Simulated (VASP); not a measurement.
Input of a VASP 6.6.1 run:

The input INCAR:

```
PREC = Accurate
ENCUT = 520
EDIFF = 1E-6
ISMEAR = 0
SIGMA = 0.1
LREAL = Auto
LASPH = True
NELM = 100
ALGO = Normal
ISIF = 2
LWAVE = False
LCHARG = False
GGA = PS
NBANDS = 86
```

KPOINTS

```
regular mesh
0
Gamma
  4 3 3
```

POSCAR

```
Zn4SO3
1.0
    0.0000000000      0.0000000000     -5.4413066800
    3.3963637500      5.8826745700      0.0000000000
    3.3963637500     -5.8826745700      0.0000000000
Zn S O
8 2 6
Direct
    0.5000000000      0.1666666700      0.3333333300
    0.5000000000      0.1666666700      0.8333333300
    0.5000000000      0.6666666700      0.3333333300
    0.5000000000      0.6666666700      0.8333333300
    0.0000000000      0.3333333300      0.6666666700
    0.0000000000      0.3333333300      0.1666666700
    0.0000000000      0.8333333300      0.6666666700
    0.0000000000      0.8333333300      0.1666666700
    0.6209900000      0.3333333300      0.6666666700
    0.1209900000      0.1666666700      0.3333333300
    0.6209900000      0.3333333300      0.1666666700
    0.6209900000      0.8333333300      0.6666666700
    0.6209900000      0.8333333300      0.1666666700
    0.1209900000      0.1666666700      0.8333333300
    0.1209900000      0.6666666700      0.3333333300
    0.1209900000      0.6666666700      0.8333333300
```

Potentials or basis: VASP PAW PBE potentials, release 64 (Zn, S, O).

The run is started by

```sh
$ cat potpaw_PBE.64/Zn/POTCAR potpaw_PBE.64/S/POTCAR potpaw_PBE.64/O/POTCAR > POTCAR
$ mpirun -np 1 vasp_std > vasp.out
```

(1) Estimate the pressure.

(2) Estimate the band gap on the k mesh.

(3) What does it give for the largest force?

Results:

(1) 2.5 GPa.

(2) 1.10 eV.

(3) 3.865 eV/Å.

Caveat: the PAW data sets were made with another functional, which shifts forces and pressure a little.
